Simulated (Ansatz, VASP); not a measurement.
**Mo in VASP and in Ansatz**

The input INCAR:

```
PREC = Accurate
ENCUT = 520
EDIFF = 1E-6
ISMEAR = 0
SIGMA = 0.15
LREAL = F
LASPH = T
NELM = 80
ALGO = Fast
ISIF = 2
LWAVE = F
LCHARG = F
GGA = PE
NBANDS = 13
```

File KPOINTS:

```
regular mesh
0
Gamma
  26 26 26
```

Contents of POSCAR:

```
Mo
1.0
   -1.6197249211      1.6197249211      1.6592304070
    1.6197249211     -1.6197249211      1.6592304070
    1.6197249211      1.6197249211     -1.6592304070
Mo
1
Direct
    0.0000000000      0.0000000000      0.0000000000
```

Input for Ansatz:

```yaml
crystal:
  lattice:
    - [-1.6197249211, 1.6197249211, 1.659230407]
    - [1.6197249211, -1.6197249211, 1.659230407]
    - [1.6197249211, 1.6197249211, -1.659230407]
  atoms:
    - { symbol: Mo, position: [0.0, 0.0, 0.0] }
basis:
  ecutwfc: 420
kpoints:
  mp_grid: { grid: [26, 26, 26] }
hamiltonian:
  xc: pbe
scf:
  occupations: { method: gaussian, width: 0.15 }
output:
  forces: true
  stress: true
  eigenvalues: true
```

Change from the starting cell: strain +0.025 along x and y, +0.050 along z, atoms carried along.

Alike in both runs: task single point; functional PBE; k mesh 26 × 26 × 26; occupations gaussian, width 0.15 eV; no spin polarisation.

|  | VASP | Ansatz |
| --- | --- | --- |
| version | VASP 6.6.1 | Ansatz 0.2.0 |
| potentials or method | VASP PAW PBE potentials, release 64 (Mo_sv), cutoff 520 eV | scalar-relativistic, plane waves, PAW |
| valence electrons in the cell | 14 | 14 |

Ansatz gave:

```
gap on the k mesh at the Fermi level (eV)                     : none
pressure (GPa)                                                : -20.5
traceless stress, the component that is largest in VASP (GPa) : -3.83
```

Task: What did VASP give for the same quantities?

Result: gap on the k mesh at the Fermi level (eV): none; pressure (GPa): -20.1; traceless stress, the component that is largest in VASP (GPa): -3.83.

A gap of «none» marks a metal or a gap that the smearing closes.
